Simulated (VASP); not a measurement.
Write the native input for VASP 6.6.1 that does the following.

```yaml
Task: single point
Functional: r2SCAN
Potentials_or_basis: VASP PAW PBE potentials, release 64 (W_sv, S)
Cutoff: 520 eV
k_mesh: 12 × 12 × 2
Occupations: gaussian, width 0.02 eV
Spin: no spin polarisation
Dipole_correction: no
Further_INCAR_settings: ALGO = Normal; EDIFF = 1e-06; NBANDS = 20
```

The system is WS2, a slab with vacuum.

```xyz
3
Lattice="3.1811 0.0000 0.0000 -1.5905 2.7549 0.0000 0.0000 0.0000 16.4422" Properties=species:S:1:pos:R:3 pbc="T T T"
W     0.0000    1.8366    0.0000
S     1.5905    0.9183   14.8833
S     1.5905    0.9183    1.5589
```

This cell differs from its parent crystal: strain along c alone, the other axes held: -3.0 %, then relaxed in part.

These files were run (other wordings do the same):

POSCAR

```
WS2
1.0
    3.1810953945      0.0000000000      0.0000000000
   -1.5905476972      2.7549094235      0.0000000000
    0.0000000000      0.0000000000     16.4422177486
W S
1 2
Direct
    0.3333333333      0.6666666667      0.0000000000
    0.6666666667      0.3333333333      0.9051868860
    0.6666666667      0.3333333333      0.0948131140
```

INCAR.step1

```
SYSTEM = WS2
ALGO = Normal
EDIFF = 1E-4
ENCUT = 520
GGA = PE
ISMEAR = 0
LASPH = .TRUE.
LCHARG = .FALSE.
LREAL = .FALSE.
LWAVE = .TRUE.
NBANDS = 20
NELM = 80
PREC = Accurate
SIGMA = 0.02
```

INCAR.step2

```
SYSTEM = WS2
ALGO = Normal
EDIFF = 1E-6
ENCUT = 520
ISIF = 2
ISMEAR = 0
ISTART = 1
LASPH = .TRUE.
LCHARG = .FALSE.
LMIXTAU = .TRUE.
LREAL = .FALSE.
LWAVE = .FALSE.
METAGGA = R2SCAN
NBANDS = 20
NELM = 80
PREC = Accurate
SIGMA = 0.02
```

KPOINTS

```
k-points
0
G
  12 12 2
  0 0 0
```

Potentials or basis: VASP PAW PBE potentials, release 64 (W_sv, S).

Launch:

```sh
$ cat potpaw_PBE.64/W_sv/POTCAR potpaw_PBE.64/S/POTCAR > POTCAR
$ cp INCAR.step1 INCAR
$ mpirun -np 1 vasp_std > vasp.out
$ cp INCAR.step2 INCAR
$ mpirun -np 1 vasp_std > vasp.out
```

Results of the run:

```yaml
Largest_force: 0.027 eV/Å
Band_gap_on_the_k_mesh: 1.91 eV (least direct gap 1.93 eV)
```

Caveat: the cell differs from its parent crystal (strain along c alone, the other axes held: -3.0 %, then relaxed in part); there is no dipole correction, which matters where the two faces differ; the PAW data sets were made with another functional, which shifts forces and pressure a little; spin-orbit coupling is left out, which moves the levels of the heavy elements.

Run time: 5.4 min on 1 thread of AMD EPYC 9R45 96-Core Processor (Zen 5) (shared host), peak memory 0.31 GiB.
